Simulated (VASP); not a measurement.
GaP, 2 atoms in the cell. It takes space group F-43m (No. 216, cubic). Conventional cell: a = 5.391 Å, b = 5.391 Å, c = 5.391 Å, α = 90.00°, β = 90.00°, γ = 90.00°. Ga (site symmetry -43m) has 4 P at 2.33 Å within 3.1 Å. P (site symmetry -43m) has 4 Ga at 2.33 Å within 3.1 Å. 

```yaml
Program: VASP 6.6.1
Task: single point
Functional: LDA
Potentials_or_basis: VASP PAW LDA potentials, release 64 (Ga_d, P)
Cutoff: 520 eV
k_mesh: 8 × 8 × 8
Occupations: gaussian, width 0.02 eV
Spin: no spin polarisation
Dipole_correction: no
Further_INCAR_settings: ALGO = Normal; EDIFF = 1e-06; NBANDS = 16
```

Potentials or basis: VASP PAW LDA potentials, release 64 (Ga_d, P).

Launch:

```console
$ cat potpaw_LDA.64/Ga_d/POTCAR potpaw_LDA.64/P/POTCAR > POTCAR
$ mpirun -np 1 vasp_std > vasp.out
```

Hardware: 1 thread of Intel(R) Xeon(R) Platinum 8259CL CPU @ 2.50GHz (Skylake/Cascade Lake), on a shared host.

Question: How long does it take, and how much memory?

Answer: Wall time 13 s on 1 thread of Intel(R) Xeon(R) Platinum 8259CL CPU @ 2.50GHz (Skylake/Cascade Lake) (shared host), peak memory 0.14 GiB. Counts: scf iterations 12, k points 29.
